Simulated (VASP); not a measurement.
The system is CuAu.

```xyz
2
Lattice="1.4714 0.8495 4.3396 -1.4714 0.8495 4.3396 0.0000 -1.6990 4.3396" Properties=species:S:1:pos:R:3 pbc="T T T"
Au    0.0000    0.0000    0.0000
Cu    0.0000    0.0000    6.5095
```

Base run:

- Program: VASP 6.6.1
- Functional: r2SCAN
- Potentials or basis: VASP PAW PBE potentials, release 64 (Au, Cu)
- Cutoff: 520 eV
- k mesh: 11 × 11 × 11
- Occupations: fermi-dirac, width 0.05 eV
- Spin: no spin polarisation

Its results: band gap on the k mesh zero (band 11 reaches 9.30 eV, above the bottom of band 12 at 5.01 eV); pressure -10.8 GPa.

Task: The run is repeated on the same cell with these changes: functional from r2SCAN to PBEsol; further incar settings from ALGO = Normal; EDIFF = 1e-06; NBANDS = 18 to ALGO = Normal; EDIFF = 1e-07; NBANDS = 18. What comes out?

Result: Band gap on the k mesh zero (band 11 reaches 9.09 eV, above the bottom of band 12 at 5.07 eV); pressure -13.9 GPa.

Caveats: the PAW data sets were made with another functional, which shifts forces and pressure a little; spin-orbit coupling is left out, which moves the levels of the heavy elements.
